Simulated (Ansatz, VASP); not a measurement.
# Si48O: VASP beside Ansatz

```
Si O
1.0
     7.70256    0.00000   -6.36502
    -3.85128   -6.67061   -6.36502
    -3.85128    6.67061   -6.36502
Si O
48 1
Direct
  0.14484 0.48185 0.31277
  0.31208 0.64488 0.97974
  0.97974 0.31208 0.64488
  0.81312 0.64602 0.47557
  0.48185 0.31277 0.14484
  0.64602 0.47557 0.81312
  0.31277 0.14484 0.48185
  0.97775 0.82079 0.13513
  0.13513 0.97775 0.82079
  0.64488 0.97974 0.31208
  0.82079 0.13513 0.97775
  0.47557 0.81312 0.64602
  0.14865 0.31423 0.98036
  0.31319 0.47864 0.64523
  0.98036 0.14865 0.31423
  0.81210 0.48363 0.14083
  0.48363 0.14083 0.81210
  0.64523 0.31319 0.47864
  0.31423 0.98036 0.14865
  0.97813 0.64042 0.80955
  0.14083 0.81210 0.48363
  0.64042 0.80955 0.97813
  0.80955 0.97813 0.64042
  0.47864 0.64523 0.31319
  0.02022 0.35776 0.18731
  0.18845 0.52125 0.85360
  0.85360 0.18845 0.52125
  0.68850 0.52056 0.35149
  0.35776 0.18731 0.02022
  0.52056 0.35149 0.68850
  0.18731 0.02022 0.35776
  0.85558 0.69820 0.01254
  0.01254 0.85558 0.69820
  0.52125 0.85360 0.18845
  0.69820 0.01254 0.85558
  0.35149 0.68850 0.52056
  0.02378 0.19292 0.85520
  0.18811 0.35469 0.52015
  0.85520 0.02378 0.19292
  0.69250 0.34970 0.02123
  0.34970 0.02123 0.69250
  0.52015 0.18811 0.35469
  0.19292 0.85520 0.02378
  0.85297 0.51910 0.68468
  0.02123 0.69250 0.34970
  0.51910 0.68468 0.85297
  0.68468 0.85297 0.51910
  0.35469 0.52015 0.18811
  0.91667 0.91667 0.91667
```

Alike in both runs: functional PBE; k mesh 2 × 2 × 2; occupations gaussian, width 0.02 eV; no spin polarisation.

Ansatz relaxed the structure, and its values are those at the end. VASP's run is a single point on that final structure, the one shown.

|  | VASP | Ansatz |
| --- | --- | --- |
| version | VASP 6.6.1 | Ansatz 0.2.0 |
| potentials or method | VASP PAW PBE potentials, release 64 (Si, O), cutoff 520 eV | scalar-relativistic, plane waves, PAW |
| valence electrons in the cell | 198 | 198 |

|  | VASP | Ansatz | Ansatz less VASP |
| --- | --- | --- | --- |
| gap on the k mesh at the Fermi level (eV) | none | none | - |
| rms of the force components (eV/Å) | 0.007 | 0.007 | 0.0000 |

A gap of «none» marks a metal or a gap that the smearing closes.
